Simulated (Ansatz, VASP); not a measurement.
**Two plane-wave programs on BaO**

File INCAR:

```
PREC = Accurate
ENCUT = 520
EDIFF = 1E-8
ISMEAR = -1
SIGMA = 0.02
LREAL = False
LASPH = True
NELM = 120
ALGO = Normal
ISIF = 2
LWAVE = False
LCHARG = False
GGA = PE
LEFG = True
NBANDS = 15
GGA_COMPAT = False
```

The input KPOINTS:

```
regular mesh
0
Gamma
  9 9 9
```

The input POSCAR:

```
BaO
1.0
    0.0000000000      2.7727283034      2.7727283034
    2.7727283034      0.0000000000      2.7727283034
    2.7727283034      2.7727283034      0.0000000000
Ba O
1 1
Direct
    0.0000000000      0.0000000000      0.0000000000
    0.5000000000      0.5000000000      0.5000000000
```

Input for Ansatz:

```yaml
crystal:
  lattice:
    - [0.0, 2.7727283034, 2.7727283034]
    - [2.7727283034, 0.0, 2.7727283034]
    - [2.7727283034, 2.7727283034, 0.0]
  atoms:
    - { symbol: Ba, position: [0.0, 0.0, 0.0] }
    - { symbol: O, position: [0.5, 0.5, 0.5] }
kpoints:
  mp_grid: { grid: [9, 9, 9] }
scf:
  occupations: { method: fermi_dirac, width: 0.02 }
hamiltonian:
  xc: pbe
  pseudopotentials: { kind: paw }
output:
  forces: true
  stress: true
  eigenvalues: true
  efg: { contact_densities: true }
```

Change from the starting cell: volume scaled by 1.025, PAW files.

Alike in both runs: task electric field gradients; functional PBE; k mesh 9 × 9 × 9; occupations fermi-dirac, width 0.02 eV; no spin polarisation.

|  | VASP | Ansatz |
| --- | --- | --- |
| version | VASP 6.6.1 | Ansatz 0.2.0 |
| potentials or method | VASP PAW PBE potentials, release 64 (Ba_sv, O) | PAW with Ansatz's default frozen-core files, scalar-relativistic |
| plane-wave cutoff (eV) | 520 | 420 |
| valence electrons in the cell | 16 | 16 |

```tsv
	VASP	Ansatz	Ansatz less VASP
gap on the k mesh at the Fermi level (eV)	2.07	2.13	+0.064
pressure (GPa)	2.8	1.1	-1.68
```

Neither program's run includes spin-orbit coupling.
